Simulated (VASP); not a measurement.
Input of a VASP 6.6.1 run:

File INCAR:

```
SYSTEM = BP
  PREC = Accurate
  ENCUT = 500
  EDIFF = 1E-6
  ISMEAR = 0
  SIGMA = 0.02
  LREAL = .FALSE.
  LASPH = .TRUE.
  NELM = 120
  ALGO = Normal
  ISIF = 2
  LWAVE = .FALSE.
  LCHARG = .FALSE.
  GGA = PE
  NBANDS = 16
  GGA_COMPAT = .FALSE.
```

File KPOINTS:

```
regular mesh
0
G
  8 6 8
  0 0 0
```

POSCAR

```
BP
1.0
    3.2162589256      0.0000000000      0.0000000000
    0.0000000000      4.5484769927      0.0000000000
    0.0000000000      0.0000000000      3.2161806150
B P
2 2
Direct
    0.0000000000      0.0000000000      0.0000000000
    0.5000000000      0.5000000000      0.5000000000
    0.0000000000      0.2500000000      0.5000000000
    0.5000000000      0.7500000000      0.0000000000
```

Potentials or basis: VASP PAW PBE potentials, release 64 (B, P).

The run is started by

```bash
$ cat potpaw_PBE.64/B/POTCAR potpaw_PBE.64/P/POTCAR > POTCAR
$ mpirun -np 1 vasp_std > vasp.out
```

What does it give for the band gap on the k mesh?

1.25 eV.

Estimate the pressure.

-0.2 GPa.

A k mesh can miss the band edges.
